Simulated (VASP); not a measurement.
# B2SbP3 (P4/mmm) in VASP: a series of runs

The runs below take B2SbP3 through single point, relaxation of cell and atoms, with PBE.

Everything below comes from runs of VASP 6.6.1. Logs are shortened: lines on timing, memory, paths and dates and some standing lists are left out, and cuts for length are marked.

## Step 1: The cell of the first run

Symmetry: P4/mmm, No. 123, tetragonal system. Conventional cell: a = 5.397 Å, b = 5.397 Å, c = 3.648 Å, α = 90.00°, β = 90.00°, γ = 90.00°. B (site symmetry mmm) has 2 P at 1.82 Å within 2.4 Å. Sb (site symmetry 4/mmm) has 8 P at 2.70 to 3.82 Å and 8 B at 3.26 Å and 2 Sb at 3.65 Å within 3.9 Å. Within 2.4 Å of P (site symmetry mmm) lie 2 B at 1.82 Å. Within 3.9 Å of P (site symmetry 4/mmm) lie 6 P at 2.70 to 3.65 Å and 8 B at 3.26 Å and 4 Sb at 3.82 Å.

The cell was built from a structure type or drawn by symmetry, and may not be a known phase.

## Step 2: Single point, PBE

Contents of INCAR:

```
PREC = Accurate
ENCUT = 520
EDIFF = 1E-6
ISMEAR = 0
SIGMA = 0.1
LREAL = F
LASPH = T
NELM = 60
ALGO = Normal
ISIF = 2
LWAVE = F
LCHARG = F
GGA = PE
NBANDS = 22
```

Contents of KPOINTS:

```
Automatic mesh
0
Gamma
  4 4 4
```

Contents of POSCAR:

```
B2SbP3
1.0
    5.3973280541      0.0000000000      0.0000000000
    0.0000000000      5.3973280541      0.0000000000
    0.0000000000      0.0000000000      3.6478270161
B Sb P
2 1 3
Direct
    0.0000000000      0.5000000000      0.0000000000
    0.5000000000      0.0000000000      0.0000000000
    0.0000000000      0.0000000000      0.5000000000
    0.0000000000      0.5000000000      0.5000000000
    0.5000000000      0.0000000000      0.5000000000
    0.5000000000      0.5000000000      0.5000000000
```

Potentials or basis: VASP PAW PBE potentials, release 64 (B, Sb, P).

Run with:

```console
$ cat potpaw_PBE.64/B/POTCAR potpaw_PBE.64/Sb/POTCAR potpaw_PBE.64/P/POTCAR > POTCAR
$ mpirun -np 1 vasp_std > vasp.out
```

OUTCAR:

```text
PREC = Accurate
   ENCUT = 520
   EDIFF = 1E-6
   ISMEAR = 0
   LREAL = F
   LASPH = T
   NELM = 60
   ISIF = 2
   GGA = PE

 ion  position               nearest neighbor table
   1  0.000  0.500  0.000-   4 1.82   4 1.82
   2  0.500  0.000  0.000-   5 1.82   5 1.82
   3  0.000  0.000  0.500-   4 2.70   5 2.70   4 2.70   5 2.70
   4  0.000  0.500  0.500-   1 1.82   1 1.82   6 2.70   3 2.70   3 2.70   6 2.70
   5  0.500  0.000  0.500-   2 1.82   2 1.82   6 2.70   3 2.70   6 2.70   3 2.70
   6  0.500  0.500  0.500-   4 2.70   5 2.70   5 2.70   4 2.70

  LATTYP: Found a simple tetragonal cell.
 ALAT       =     5.3973280541
 C/A-ratio  =     0.6758579392

  Lattice vectors:

 A1 = (   5.3973280541,   0.0000000000,   0.0000000000)
 A2 = (   0.0000000000,   5.3973280541,   0.0000000000)
 A3 = (   0.0000000000,   0.0000000000,   3.6478270161)

Analysis of symmetry for initial positions (statically):
=====================================================================
 Subroutine PRICEL returns:
 Original cell was already a primitive cell.

 Routine SETGRP: Setting up the symmetry group for a
 simple tetragonal supercell.

 Subroutine GETGRP returns: Found 16 space group operations
 (whereof 16 operations were pure point group operations)
 out of a pool of 16 trial point group operations.

The static configuration has the point symmetry D_4h.

Analysis of symmetry for dynamics (positions and initial velocities):
=====================================================================
 Subroutine PRICEL returns:
 Original cell was already a primitive cell.

 Routine SETGRP: Setting up the symmetry group for a
 simple tetragonal supercell.

 Subroutine GETGRP returns: Found 16 space group operations
 (whereof 16 operations were pure point group operations)
 out of a pool of 16 trial point group operations.

The dynamic configuration has the point symmetry D_4h.

 Subroutine INISYM returns: Found 16 space group operations
 (whereof 16 operations are pure point group operations),
 and found     1 'primitive' translations

----------------------------------------------------------------------------------------

                                     Primitive cell

  volume of cell :     106.2654

  direct lattice vectors                    reciprocal lattice vectors
     5.397328054  0.000000000  0.000000000     0.185276861  0.000000000  0.000000000
     0.000000000  5.397328054  0.000000000     0.000000000  0.185276861  0.000000000
     0.000000000  0.000000000  3.647827016     0.000000000  0.000000000  0.274135806

  length of vectors
     5.397328054  5.397328054  3.647827016     0.185276861  0.185276861  0.274135806

  position of ions in fractional coordinates (direct lattice)
     0.000000000  0.500000000  0.000000000
     0.500000000  0.000000000  0.000000000
     0.000000000  0.000000000  0.500000000
     0.000000000  0.500000000  0.500000000
     0.500000000  0.000000000  0.500000000
     0.500000000  0.500000000  0.500000000

  ion indices of the primitive-cell ions
   primitive index   ion index
                 1           1
                 2           2
                 3           3
                 4           4
                 5           5
                 6           6

----------------------------------------------------------------------------------------

 KPOINTS: Automatic mesh

Automatic generation of k-mesh.
 Grid dimensions read from file:
 generate k-points for:    4    4    4

 Generating k-lattice:

  Cartesian coordinates                     Fractional coordinates (reciprocal lattice)
     0.046319215  0.000000000  0.000000000     0.250000000  0.000000000  0.000000000
     0.000000000  0.046319215  0.000000000     0.000000000  0.250000000  0.000000000
     0.000000000  0.000000000  0.068533952     0.000000000  0.000000000  0.250000000

  Length of vectors
     0.046319215  0.046319215  0.068533952

  Shift w.r.t. Gamma in fractional coordinates (k-lattice)
     0.000000000  0.000000000  0.000000000

 Subroutine IBZKPT returns following result:
 ===========================================

 Found     18 irreducible k-points:

 Following reciprocal coordinates:
            Coordinates               Weight
  0.000000  0.000000  0.000000      1.000000
  0.250000  0.000000  0.000000      4.000000
  0.500000  0.000000  0.000000      2.000000
  0.250000  0.250000  0.000000      4.000000
  0.500000  0.250000  0.000000      4.000000
  0.500000  0.500000  0.000000      1.000000
[... 10 lines left out ...]
  0.500000  0.250000  0.500000      4.000000
  0.500000  0.500000  0.500000      1.000000
   k-points           NKPTS =     18   k-points in BZ     NKDIM =     18   number of bands    NBANDS=     22
   number of dos      NEDOS =    301   number of ions     NIONS =      6
   total plane-waves  NPLWV =  44800
   dimension x,y,z NGX =    40 NGY =   40 NGZ =   28
   dimension x,y,z NGXF=    80 NGYF=   80 NGZF=   56
   ions per type =               2   1   3
   NGX,Y,Z   is equivalent  to a cutoff of  12.32, 12.32, 12.76 a.u.
   NGXF,Y,Z  is equivalent  to a cutoff of  24.64, 24.64, 25.52 a.u.
 SYSTEM =  unknown system
   PREC   = accura    normal or accurate (medium, high low for compatibility)
   ISTART =      0    job   : 0-new  1-cont  2-samecut
   ICHARG =      2    charge: 1-file 2-atom 10-const
   ISPIN  =      1    spin polarized calculation?
   LNONCOLLINEAR =      F non collinear calculations
   LSORBIT =      F    spin-orbit coupling
   LASPH  =      T    aspherical Exc in radial PAW
   ENCUT  =  520.0 eV  38.22 Ry    6.18 a.u.  10.04 10.04  6.78*2*pi/ulx,y,z
   NELM   =     60;   NELMIN=  2; NELMDL= -5     # of ELM steps
   EDIFF  = 0.1E-05   stopping-criterion for ELM
   LREAL  =      F    real-space projection
   EDIFFG = 0.1E-04   stopping-criterion for IOM
   NSW    =      0    number of steps for IOM
   IBRION =     -1    ionic relax: 0-MD 1-quasi-New 2-CG
   NFREE  =      0    steps in history (QN), initial steepest desc. (CG)
   ISIF   =      2    stress and relaxation
   ISYM   =      2    0-nonsym 1-usesym 2-fastsym
   POTIM  = 0.5000    time-step for ionic-motion
   TEBEG  =    0.0;   TEEND  =   0.0 temperature during run
   PSTRESS=    0.0 pullay stress
   NELECT =      26.0000    total number of electrons
   NUPDOWN=      -1.0000    fix difference up-down
   EMIN   =  10.00;   EMAX   =-10.00  energy-range for DOS
   EFERMI =   0.00;   METHOD = LEGACY
   ISMEAR =     0;   SIGMA  =   0.10  broadening in eV -4-tet -1-fermi 0-gaus
   EFERMI_NEDOS =   21; number of points for ismear=-14 and -15
   IALGO  =     38    algorithm
   IMIX   =      4    mixing-type and parameters
     AMIX     =   0.40;   BMIX     =  1.00
     AMIX_MAG =   1.60;   BMIX_MAG =  1.00
  volume/ion in A,a.u.               =      17.71       119.52
  Fermi-wavevector in a.u.,A,eV,Ry     =   1.023926  1.934940 14.264686  1.048425
  Thomas-Fermi vector in A             =   2.157686
   LORBIT       =      0    0 simple, 1 ext, 2 COOP (PROOUT), +10 PAW based schemes
   GGA     = PE    functional components
   LHFCALC =     F    Hartree Fock is set to
   AEXX    =    0.0000 exact exchange contribution
   IVDW    =     0    specifies the selected vdW correction
   LEPSILON=     F    determine dielectric tensor
   LRPA    =     F    only Hartree local field effects (RPA)
 non-spin polarized calculation
 Gauss-broadening in eV      SIGMA  =   0.10
  energy-cutoff  :      520.00
  volume of cell :      106.27
 maximum number of plane-waves:      2888
   NGX = 21   NGY = 21   NGZ = 13

 number of electron      25.9999996 magnetization

 Free energy of the ion-electron system (eV)
  ---------------------------------------------------
  ext. energy  EPLUGINS =         0.00000000
  ---------------------------------------------------
  free energy    TOTEN  =       -27.05006732 eV

  energy without entropy =      -27.03548962  energy(sigma->0) =      -27.04277847

 E-fermi :   6.2440     XC(G=0):  -9.9776

 val. band max:        6.2228888191   @ k =   0.0000   0.0000   0.0000
 cond. band min:       6.2540375504   @ k =   0.5000   0.2500   0.5000
 fundamental gap:      0.0311487313
 Fermi energy:         6.2439798606

 k-point     1 :       0.0000    0.0000    0.0000
  band No.  band energies     occupation
      1      -8.3383      2.00000
      2      -6.4286      2.00000
      3      -3.3445      2.00000
      4      -1.2941      2.00000
      5      -0.8081      2.00000
      6      -0.8081      2.00000
[... 14 lines left out ...]
     21      12.1156      0.00000
     22      12.4275      0.00000

 k-point     2 :       0.2500    0.0000    0.0000
  band No.  band energies     occupation
      1      -8.0974      2.00000
      2      -6.7049      2.00000
      3      -3.7101      2.00000
      4      -2.2727      2.00000
      5      -0.5678      2.00000
      6      -0.0522      2.00000
[... 14 lines left out ...]
     21      11.0635      0.00000
     22      12.0786      0.00000

 k-point     3 :       0.5000    0.0000    0.0000
  band No.  band energies     occupation
      1      -7.4794      2.00000
      2      -7.4062      2.00000
      3      -3.5679      2.00000
      4      -3.1827      2.00000
      5      -0.0585      2.00000
      6       0.1146      2.00000
[... 14 lines left out ...]
     21      11.2882      0.00000
     22      11.7978      0.00000
[... 326 lines left out ...]
 k-point    17 :       0.5000    0.2500    0.5000
  band No.  band energies     occupation
      1      -6.3744      2.00000
      2      -6.3660      2.00000
      3      -3.5015      2.00000
      4      -3.0179      2.00000
      5      -2.8373      2.00000
      6      -2.8045      2.00000
[... 14 lines left out ...]
     21      12.4274      0.00000
     22      12.4573      0.00000

 k-point    18 :       0.5000    0.5000    0.5000
  band No.  band energies     occupation
      1      -6.1715      2.00000
      2      -6.1715      2.00000
      3      -4.0168      2.00000
      4      -3.6690      2.00000
      5      -2.7613      2.00000
      6      -2.7613      2.00000
[... 14 lines left out ...]
     21      12.0208      0.00000
     22      12.0208      0.00000

------------------------ aborting loop because EDIFF is reached ----------------------------------------

  FORCE on cell =-STRESS in cart. coord.  units (eV):
  Direction    XX          YY          ZZ          XY          YZ          ZX
  --------------------------------------------------------------------------------------
  -------------------------------------------------------------------------------------
  Total       -0.0467567     -0.0467567     -0.0978045      0.0000000      0.0000000      0.0000000
  in kB       -0.7049575     -0.7049575     -1.4746120      0.0000000      0.0000000      0.0000000
  external PRESSURE =      -0.9615090 kB  Pullay stress =       0.0000000 kB

 VOLUME and BASIS-vectors are now :
 -----------------------------------------------------------------------------
  energy-cutoff  :      520.00
  volume of cell :      106.27
      direct lattice vectors                 reciprocal lattice vectors
     5.397328054  0.000000000  0.000000000     0.185276861  0.000000000  0.000000000
     0.000000000  5.397328054  0.000000000     0.000000000  0.185276861  0.000000000
     0.000000000  0.000000000  3.647827016     0.000000000  0.000000000  0.274135806

 POSITION                                       TOTAL-FORCE (eV/Angst)
 -----------------------------------------------------------------------------------
      0.00000      2.69866      0.00000         0.000000      0.000000      0.000000
      2.69866      0.00000      0.00000         0.000000      0.000000      0.000000
      0.00000      0.00000      1.82391         0.000000      0.000000      0.000000
      0.00000      2.69866      1.82391         0.000000      0.000000      0.000000
      2.69866      0.00000      1.82391         0.000000      0.000000      0.000000
      2.69866      2.69866      1.82391         0.000000      0.000000      0.000000
 -----------------------------------------------------------------------------------
    total drift:                                0.000000      0.000000     -0.000000

  FREE ENERGIE OF THE ION-ELECTRON SYSTEM (eV)
  ---------------------------------------------------
  free  energy   TOTEN  =       -27.0500673231 eV

  energy  without entropy=      -27.0354896210  energy(sigma->0) =      -27.04277847
```

Run time: 47 s. Hardware: 1 thread of AMD EPYC 7R13, shared host; peak memory 0.19 GiB.

Results:

- Free energy: -27.0501 eV
- Pressure: -0.1 GPa
- Band gap on the k mesh: zero (bands 13 and 14 overlap by 2.26 eV)

Levels at points of the mesh, in eV from the Fermi level:
| k point | band 9 | band 10 | band 11 | band 12 | band 13 | band 14 | band 15 | band 16 | band 17 | band 18 |
| --- | --- | --- | --- | --- | --- | --- | --- | --- | --- | --- |
| (0.00, 0.00, 0.00) | -4.67 | -4.67 | -1.14 | -0.02 | 0.77 | 2.30 | 2.30 | 2.36 | 2.43 | 3.24 |
| (0.50, 0.00, 0.00) | -2.97 | -2.62 | -1.44 | -1.27 | 0.44 | 0.66 | 1.16 | 1.76 | 2.37 | 3.18 |
| (0.50, 0.50, 0.00) | -2.11 | -1.98 | -1.98 | -1.01 | -0.80 | -0.80 | 0.10 | 0.62 | 0.62 | 1.17 |
| (0.00, 0.00, 0.50) | -3.47 | -3.47 | -2.15 | -1.81 | -1.81 | -1.50 | 0.03 | 0.03 | 3.54 | 4.36 |
| (0.50, 0.00, 0.50) | -3.41 | -3.00 | -1.56 | -1.50 | -1.17 | -0.89 | 0.47 | 0.90 | 1.37 | 1.63 |
| (0.50, 0.50, 0.50) | -1.68 | -1.50 | -1.06 | -1.06 | -0.34 | -0.03 | -0.03 | 0.23 | 0.57 | 0.89 |

Caveat: the k points lie up to 0.43 Å⁻¹ apart, too coarse for converged energies and pressures of a metal; spin-orbit coupling is left out, which moves the levels of the heavy elements.

## Step 3: Single point, PBE

This run uses another cell than the first one, of 18.81 Å³/atom.

Contents of INCAR:

```
PREC     = Accurate       # precision mode
ENCUT    = 520            # plane-wave cutoff, eV
EDIFF    = 1E-6           # SCF threshold, eV
ISMEAR   = 0              # smearing method
SIGMA    = 0.1            # smearing width, eV
LREAL    = False          # projectors in reciprocal space
LASPH    = True           # aspherical terms in the spheres
NELM     = 100            # most SCF steps
ALGO     = Normal         # electronic algorithm
ISIF     = 2              # what is computed and relaxed
LWAVE    = False          # write WAVECAR
LCHARG   = False          # write CHGCAR
GGA      = PE             # functional
NBANDS   = 22             # bands
```

Contents of KPOINTS:

```
regular mesh
0
Gamma
  4 4 4
```

POSCAR: that of step 2 with these lines changed.

```diff
@@ -2,5 +2,5 @@
 1.0
-    5.3973280541      0.0000000000      0.0000000000
-    0.0000000000      5.3973280541      0.0000000000
-    0.0000000000      0.0000000000      3.6478270161
+    4.5096082200      0.0000000000      0.0000000000
+    0.0000000000      4.5096082200      0.0000000000
+    0.0000000000      0.0000000000      5.5484818200
 B Sb P
```

Potentials or basis: VASP PAW PBE potentials, release 64 (B, Sb, P).

Run with:

```console
$ cat potpaw_PBE.64/B/POTCAR potpaw_PBE.64/Sb/POTCAR potpaw_PBE.64/P/POTCAR > POTCAR
$ mpirun -np 1 vasp_std > vasp.out
```

It took 53 s on 1 thread of AMD EPYC 7R13, shared host; peak memory 0.21 GiB.

The run converged. Its results:

| Quantity | Value |
| --- | --- |
| Free energy | -19.6190 eV |
| Pressure | 17.5 GPa |
| Band gap on the k mesh | zero (bands 13 and 14 overlap by 0.82 eV) |

Stress tensor (GPa, compression positive):
```
 32.79   0.00   0.00
  0.00  32.79   0.00
  0.00   0.00 -12.98
```

Levels at points of the mesh, in eV from the Fermi level:
```csv
k point,band 10,band 11,band 12,band 13,band 14,band 15,band 16,band 17
"(0.00, 0.00, 0.00)",-3.08,-2.31,-1.23,0.21,0.21,0.22,2.26,2.79
"(0.50, 0.00, 0.00)",-4.53,-0.47,-0.32,0.39,0.92,1.41,1.47,1.54
"(0.50, 0.50, 0.00)",-2.03,-1.14,-0.97,-0.84,-0.28,0.07,0.07,2.89
"(0.00, 0.00, 0.50)",-2.80,-1.44,-0.41,-0.41,-0.05,0.03,0.91,1.99
"(0.50, 0.00, 0.50)",-1.63,-0.54,-0.47,0.04,0.25,0.80,0.90,1.00
"(0.50, 0.50, 0.50)",-0.28,-0.28,-0.22,-0.04,-0.04,0.88,0.88,0.93
```

Caveat: the cell stands under pressure; spin-orbit coupling is left out, which moves the levels of the heavy elements.

## Step 4: Single point, PBE

This run uses another cell than the first one, of 17.20 Å³/atom.

Contents of INCAR:

```
PREC = Accurate
ENCUT = 520
EDIFF = 1E-6
ISMEAR = 0
SIGMA = 0.1
LREAL = F
LASPH = T
NELM = 80
ALGO = Normal
ISIF = 2
LWAVE = F
LCHARG = F
GGA = PE
NBANDS = 22
```

Contents of KPOINTS:

```
Automatic mesh
0
Gamma
  4 4 6
```

POSCAR: that of step 3 with these lines changed.

```diff
@@ -2,5 +2,5 @@
 1.0
-    4.5096082200      0.0000000000      0.0000000000
-    0.0000000000      4.5096082200      0.0000000000
-    0.0000000000      0.0000000000      5.5484818200
+    5.2851237655      0.0000000000      0.0000000000
+    0.0000000000      5.2851237655      0.0000000000
+    0.0000000000      0.0000000000      3.6951243053
 B Sb P
```

Run with:

```console
$ cat potpaw_PBE.64/B/POTCAR potpaw_PBE.64/Sb/POTCAR potpaw_PBE.64/P/POTCAR > POTCAR
$ mpirun -np 1 vasp_std > vasp.out
```

Wall time 49 s (1 thread of AMD EPYC 7R13, shared host); peak memory 0.2 GiB.

The run converged. Its results:

* Free energy: -26.8609 eV
* Pressure: -0.1 GPa
* Band gap on the k mesh: zero (bands 13 and 14 overlap by 2.10 eV)

Levels at points of the mesh, in eV from the Fermi level:
| k point | band 11 | band 12 | band 13 | band 14 | band 15 | band 16 |
| --- | --- | --- | --- | --- | --- | --- |
| (0.00, 0.00, 0.00) | -1.45 | -0.20 | 0.83 | 2.30 | 2.33 | 2.41 |
| (0.50, 0.00, 0.00) | -1.55 | -1.48 | 0.43 | 0.90 | 1.45 | 1.53 |
| (0.50, 0.50, 0.00) | -1.74 | -0.72 | -0.72 | -0.58 | 0.01 | 0.69 |
| (0.00, 0.00, 0.50) | -2.01 | -1.82 | -1.82 | -1.19 | 0.21 | 0.21 |
| (0.50, 0.00, 0.50) | -1.50 | -1.43 | -1.12 | -0.82 | 0.73 | 1.08 |
| (0.50, 0.50, 0.50) | -0.95 | -0.95 | -0.05 | 0.01 | 0.01 | 0.43 |

Caveat: spin-orbit coupling is left out, which moves the levels of the heavy elements.

(Part 1 of 2 ends here.)
